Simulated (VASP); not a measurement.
# Rb2FeHgF6 (Fm-3m) in VASP: single point with PBE+U

Aim: the single point of Rb2FeHgF6 with PBE+U.

Everything below comes from runs of VASP 6.6.1. Logs are shortened: lines on timing, memory, paths and dates and some standing lists are left out, and cuts for length are marked.

## Step 1: The cell of the first run

It takes space group Fm-3m (No. 225, cubic). Conventional cell: a = 9.070 Å, b = 9.070 Å, c = 9.070 Å, α = 90.00°, β = 90.00°, γ = 90.00°. Rb (site symmetry -43m) has 12 F at 3.22 Å and 4 Fe at 3.93 Å and 4 Hg at 3.93 Å within 4.2 Å. Fe (site symmetry m-3m) has 6 F at 1.96 Å within 2.6 Å. Within 3.4 Å of Hg (site symmetry m-3m) lie 6 F at 2.57 Å. Within 2.6 Å of F (site symmetry 4mm) lie 1 Fe at 1.96 Å and 1 Hg at 2.57 Å.

## Step 2: Single point, PBE+U, collinear spin, ferromagnetic start

Contents of INCAR:

```
SYSTEM = Rb2FeHgF6
PREC     = Accurate       ! precision mode
ENCUT    = 520            ! plane-wave cutoff, eV
EDIFF    = 1E-7           ! SCF threshold, eV
ISMEAR   = 0              ! smearing method
SIGMA    = 0.05           ! smearing width, eV
LREAL    = .False.        ! projectors in reciprocal space
LASPH    = .True.         ! aspherical terms in the spheres
NELM     = 150            ! most SCF steps
ALGO     = Normal         ! electronic algorithm
ISIF     = 2              ! what is computed and relaxed
LWAVE    = .False.        ! write WAVECAR
LCHARG   = .False.        ! write CHGCAR
ISPIN    = 2              ! spin polarisation
MAGMOM   = 0 0 3.22 0.09 -0.01 0.07 -0.01 -0.01 -0.01 0.07 ! initial moments
LORBIT   = 11             ! projections on sites
LMAXMIX  = 4              ! l up to which the mixer works
LDAU     = .True.         ! DFT+U
LDAUTYPE = 1            
LDAUL    = -1 2 -1 -1     ! shell
LDAUU    = 0 4 0 0        ! U, eV
LDAUJ    = 0 0.7 0 0    
LDAUPRINT= 1            
GGA      = PE             ! functional
NBANDS   = 55             ! bands
```

Contents of KPOINTS:

```
regular mesh
0
Gamma
  4 4 4
  0 0 0
```

Contents of POSCAR:

```
Rb2FeHgF6
1.0
    0.0000000000      4.5348666000      4.5348666000
    4.5348666000      0.0000000000      4.5348666000
    4.5348666000      4.5348666000      0.0000000000
Rb Fe Hg F
2 1 1 6
Direct
    0.2500000000      0.2500000000      0.2500000000
    0.7500000000      0.7500000000      0.7500000000
    0.0000000000      0.0000000000      0.0000000000
    0.5000000000      0.5000000000      0.5000000000
    0.2165940000      0.2165940000      0.7834060000
    0.2165940000      0.7834060000      0.7834060000
    0.7834060000      0.7834060000      0.2165940000
    0.2165940000      0.7834060000      0.2165940000
    0.7834060000      0.2165940000      0.7834060000
    0.7834060000      0.2165940000      0.2165940000
```

Potentials or basis: VASP PAW PBE potentials, release 64 (Rb_sv, Fe, Hg, F).

Run with:

```
cat potpaw_PBE.64/Rb_sv/POTCAR potpaw_PBE.64/Fe/POTCAR potpaw_PBE.64/Hg/POTCAR potpaw_PBE.64/F/POTCAR > POTCAR
mpirun -np 1 vasp_std > vasp.out
```

OUTCAR:

```text
SYSTEM = Rb2FeHgF6
   PREC = Accurate
   ENCUT = 520
   EDIFF = 1E-7
   ISMEAR = 0
   LREAL = .False.
   LASPH = .True.
   NELM = 150
   ISIF = 2
   ISPIN = 2
   LORBIT = 11
   GGA = PE

 ion  position               nearest neighbor table
   1  0.250  0.250  0.250-   7 3.22   9 3.22  10 3.22   6 3.22   7 3.22   8 3.22   5 3.22   6 3.22
                             9 3.22   5 3.22   8 3.22  10 3.22   3 3.93   4 3.93   3 3.93   3 3.93
   2  0.750  0.750  0.750-   6 3.22   7 3.22   9 3.22   7 3.22   8 3.22  10 3.22   5 3.22   9 3.22
                            10 3.22   5 3.22   6 3.22   8 3.22   3 3.93   4 3.93   3 3.93   4 3.93
   3  0.000  0.000  0.000-   5 1.96   6 1.96   7 1.96   8 1.96   9 1.96  10 1.96   2 3.93   1 3.93
                             2 3.93   2 3.93   1 3.93   1 3.93   2 3.93   1 3.93
   4  0.500  0.500  0.500-   5 2.57   6 2.57   7 2.57   8 2.57   9 2.57  10 2.57   1 3.93   2 3.93
                             1 3.93   1 3.93   2 3.93   2 3.93   2 3.93   1 3.93
   5  0.217  0.217  0.783-   3 1.96   4 2.57   1 3.22   2 3.22   2 3.22   1 3.22
   6  0.217  0.783  0.783-   3 1.96   4 2.57   2 3.22   2 3.22   1 3.22   1 3.22
   7  0.783  0.783  0.217-   3 1.96   4 2.57   2 3.22   2 3.22   1 3.22   1 3.22
   8  0.217  0.783  0.217-   3 1.96   4 2.57   1 3.22   2 3.22   2 3.22   1 3.22
   9  0.783  0.217  0.783-   3 1.96   4 2.57   2 3.22   2 3.22   1 3.22   1 3.22
  10  0.783  0.217  0.217-   3 1.96   4 2.57   1 3.22   2 3.22   2 3.22   1 3.22

  LATTYP: Found a face centered cubic cell.
 ALAT       =     9.0697332000

  Lattice vectors:

 A1 = (   0.0000000000,   4.5348666000,   4.5348666000)
 A2 = (   4.5348666000,   0.0000000000,   4.5348666000)
 A3 = (   4.5348666000,   4.5348666000,   0.0000000000)

Analysis of symmetry for initial positions (statically):
=====================================================================
 Subroutine PRICEL returns:
 Original cell was already a primitive cell.

 Routine SETGRP: Setting up the symmetry group for a
 face centered cubic supercell.

 Subroutine GETGRP returns: Found 48 space group operations
 (whereof 48 operations were pure point group operations)
 out of a pool of 48 trial point group operations.

The static configuration has the point symmetry O_h .

Analysis of symmetry for dynamics (positions and initial velocities):
=====================================================================
 Subroutine PRICEL returns:
 Original cell was already a primitive cell.

 Routine SETGRP: Setting up the symmetry group for a
 face centered cubic supercell.

 Subroutine GETGRP returns: Found 48 space group operations
 (whereof 48 operations were pure point group operations)
 out of a pool of 48 trial point group operations.

The dynamic configuration has the point symmetry O_h .

[... 206 lines left out ...]
 Fermi energy:         0.1417273608

 spin component 1

 k-point     1 :       0.0000    0.0000    0.0000
  band No.  band energies     occupation
      1     -25.6221      1.00000
      2     -25.5939      1.00000
      3     -22.6429      1.00000
      4     -22.2742      1.00000
      5     -22.2742      1.00000
      6     -22.2742      1.00000
[... 704 lines left out ...]
     51       8.4418      0.00000
     52       8.7573      0.00000
 Fermi energy:         0.1417273608

 spin component 2

 k-point     1 :       0.0000    0.0000    0.0000
  band No.  band energies     occupation
      1     -25.6241      1.00000
      2     -25.5964      1.00000
      3     -22.5288      1.00000
      4     -22.1686      1.00000
      5     -22.1686      1.00000
      6     -22.1686      1.00000
[... 704 lines left out ...]
     51       8.3970      0.00000
     52       8.8039      0.00000
 [bands above 52 left out]

------------------------ aborting loop because EDIFF is reached ----------------------------------------

  FORCE on cell =-STRESS in cart. coord.  units (eV):
  Direction    XX          YY          ZZ          XY          YZ          ZX
  --------------------------------------------------------------------------------------
  -------------------------------------------------------------------------------------
  Total       -0.5637841     -0.5638412     -0.5638412      0.0000000      0.0000000     -0.0000000
  in kB       -4.8428368     -4.8433272     -4.8433272      0.0000000      0.0000000     -0.0000000
  external PRESSURE =      -4.8431637 kB  Pullay stress =       0.0000000 kB

 VOLUME and BASIS-vectors are now :
 -----------------------------------------------------------------------------
  energy-cutoff  :      520.00
  volume of cell :      186.52
      direct lattice vectors                 reciprocal lattice vectors
     0.000000000  4.534866600  4.534866600    -0.110256827  0.110256827  0.110256827
     4.534866600  0.000000000  4.534866600     0.110256827 -0.110256827  0.110256827
     4.534866600  4.534866600  0.000000000     0.110256827  0.110256827 -0.110256827

 POSITION                                       TOTAL-FORCE (eV/Angst)
 -----------------------------------------------------------------------------------
      2.26743      2.26743      2.26743        -0.000000     -0.000000     -0.000000
      6.80230      6.80230      6.80230        -0.000000     -0.000000      0.000000
      0.00000      0.00000      0.00000         0.000000     -0.000000     -0.000000
      4.53487      4.53487      4.53487         0.000000     -0.000000     -0.000000
      4.53487      4.53487      1.96445         0.000000     -0.000000     -0.004371
      7.10528      4.53487      4.53487         0.004350     -0.000000     -0.000000
      4.53487      4.53487      7.10528         0.000000     -0.000000      0.004371
      4.53487      1.96445      4.53487         0.000000     -0.004371     -0.000000
      4.53487      7.10528      4.53487         0.000000      0.004371     -0.000000
      1.96445      4.53487      4.53487        -0.004350     -0.000000     -0.000000
 -----------------------------------------------------------------------------------
    total drift:                               -0.000000     -0.000000      0.000000

  FREE ENERGIE OF THE ION-ELECTRON SYSTEM (eV)
  ---------------------------------------------------
  free  energy   TOTEN  =       -41.9618483186 eV

  energy  without entropy=      -41.9601655596  energy(sigma->0) =      -41.96100694

 total charge

# of ion       s       p       d       tot
------------------------------------------
    1        1.934   5.356   0.011   7.302
    2        1.934   5.356   0.011   7.302
    3        0.341   0.494   5.772   6.608
    4        0.713   0.105   9.472  10.290
    5        1.740   4.325   0.000   6.065
    6        1.740   4.325   0.000   6.065
    7        1.740   4.325   0.000   6.065
    8        1.740   4.325   0.000   6.065
    9        1.740   4.325   0.000   6.065
   10        1.740   4.325   0.000   6.065
--------------------------------------------------
tot         15.361  37.262  15.267  67.890

 magnetization (x)

# of ion       s       p       d       tot
------------------------------------------
    1       -0.000  -0.002  -0.000  -0.002
    2       -0.000  -0.002  -0.000  -0.002
    3        0.011   0.011   4.209   4.232
    4       -0.333   0.003   0.005  -0.325
    5       -0.001   0.052   0.000   0.051
    6       -0.001   0.052   0.000   0.051
    7       -0.001   0.052   0.000   0.051
    8       -0.001   0.052   0.000   0.051
    9       -0.001   0.052   0.000   0.051
   10       -0.001   0.052   0.000   0.051
--------------------------------------------------
tot         -0.327   0.321   4.213   4.207
```

Run time: 8.9 min. Hardware: 1 thread of Intel Xeon 8259CL, shared host; peak memory 0.54 GiB.

Results:

* Free energy: -41.9618 eV
* Pressure: -0.5 GPa
* Largest force: 0.004 eV/Å
* Net moment: 4.13 μB per cell
* Site moments: Rb -0.00; Fe +4.23; Hg -0.33; F +0.05 μB
* Valence electrons inside the program's atomic spheres: Rb 7.30; Fe 6.61; Hg 10.29; F 6.07

Forces on the atoms (eV/Å):
```
Rb   0.000  0.000  0.000
Rb   0.000  0.000  0.000
Fe   0.000  0.000  0.000
Hg   0.000  0.000  0.000
F    0.000  0.000 -0.004
F    0.004  0.000  0.000
F    0.000  0.000  0.004
F    0.000 -0.004  0.000
F    0.000  0.004  0.000
F   -0.004  0.000  0.000
```

Eigenvalues of the final occupation matrices:
| site | spin | trace | eigenvalues |
| --- | --- | --- | --- |
| site 3 d | 1 | 5.00 | 0.98 0.98 0.98 1.03 1.03 |
| site 3 d | 2 | 0.79 | 0.07 0.07 0.07 0.30 0.30 |

Caveat: spin-orbit coupling is left out, which moves the levels of the heavy elements; a cell with one magnetic atom can't hold antiferromagnetic order, which such compounds often take. The state reached can hang on the start; a lower one may exist.
